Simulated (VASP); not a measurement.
GaP, 2 atoms in the cell. It takes space group I-4m2 (No. 119, tetragonal). Conventional cell: a = 3.856 Å, b = 3.856 Å, c = 5.310 Å, α = 90.00°, β = 90.00°, γ = 90.00°. Ga (site symmetry -4m2) has 4 P at 2.34 Å within 3.1 Å. P (site symmetry -4m2) has 4 Ga at 2.34 Å within 3.1 Å.  This cell differs from its parent crystal: volume 19.742 Å^3 an atom, c/a of the conventional cell 0.9736.

- Program: VASP 6.6.1
- Task: single point
- Functional: PBE
- Potentials or basis: VASP PAW PBE potentials, release 64 (Ga_d, P)
- Cutoff: 520 eV
- k mesh: 10 × 10 × 10
- Occupations: gaussian, width 0.05 eV
- Spin: no spin polarisation
- Dipole correction: no
- Further INCAR settings: ALGO = Normal; EDIFF = 1e-07; NBANDS = 16

Potentials or basis: VASP PAW PBE potentials, release 64 (Ga_d, P).

The run is started by

```sh
$ cat potpaw_PBE.64/Ga_d/POTCAR potpaw_PBE.64/P/POTCAR > POTCAR
$ mpirun -np 1 vasp_std > vasp.out
```

Hardware: 1 thread of Intel Xeon 6975P-C (shared host).

Question: Estimate the wall time of this run.

Answer: Run time: 44 s on 1 thread of Intel Xeon 6975P-C, on a shared host, peak memory 0.2 GiB. Counts: scf iterations 14, k points 102.
